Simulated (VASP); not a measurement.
Set up this calculation in VASP 6.6.1, as the native input.

- Task: single point
- Functional: PBE
- Potentials or basis: VASP PAW PBE potentials, release 64 (Ta_pv)
- Cutoff: 520 eV
- k mesh: 8 × 8 × 8
- Occupations: gaussian, width 0.05 eV
- Spin: collinear spin, zero start
- Starting moments: [0.0, 0.0] μB
- Dipole correction: no
- Further INCAR settings: ALGO = Normal; EDIFF = 1e-06; NBANDS = 22

The structure of Ta lies in POSCAR:

```
Ta
1.0
    3.3205123292      0.0000000000      0.0000000000
    0.0000000000      3.3205123292      0.0000000000
    0.0000000000      0.0000000000      3.3205123292
Ta
2
Direct
    0.0000000000      0.0000000000      0.0000000000
    0.5000000000      0.5000000000      0.5000000000
```

One way to write it, as run:

INCAR

```
SYSTEM = Ta
PREC     = Accurate       ! precision mode
ENCUT    = 520            ! plane-wave cutoff, eV
EDIFF    = 1E-6           ! SCF threshold, eV
ISMEAR   = 0              ! smearing method
SIGMA    = 0.05           ! smearing width, eV
LREAL    = .False.        ! projectors in reciprocal space
LASPH    = .True.         ! aspherical terms in the spheres
NELM     = 150            ! most SCF steps
ALGO     = Normal         ! electronic algorithm
ISIF     = 2              ! what is computed and relaxed
LWAVE    = .False.        ! write WAVECAR
LCHARG   = .False.        ! write CHGCAR
ISPIN    = 2              ! spin polarisation
MAGMOM   = 0 0            ! initial moments
LORBIT   = 11             ! projections on sites
LMAXMIX  = 4              ! l up to which the mixer works
GGA      = PE             ! functional
NBANDS   = 22             ! bands
```

KPOINTS

```
Automatic mesh
0
Gamma
  8 8 8
  0 0 0
```

Potentials or basis: VASP PAW PBE potentials, release 64 (Ta_pv).

Launch:

```bash
$ cat potpaw_PBE.64/Ta_pv/POTCAR > POTCAR
$ mpirun -np 1 vasp_std > vasp.out
```

It gave:

```
Pressure                                              : 0.1 GPa
Band gap on the k mesh                                : zero (filled and empty bands overlap)
Net moment                                            : 0.00 μB per cell
Valence electrons inside the program's atomic spheres : Ta 8.90
```

Caveat: spin-orbit coupling is left out, which moves the levels of the heavy elements.

Run time: 29 s on 1 thread of AMD EPYC 9R45 96-Core Processor (Zen 5), with other jobs on the host, peak memory 0.16 GiB.
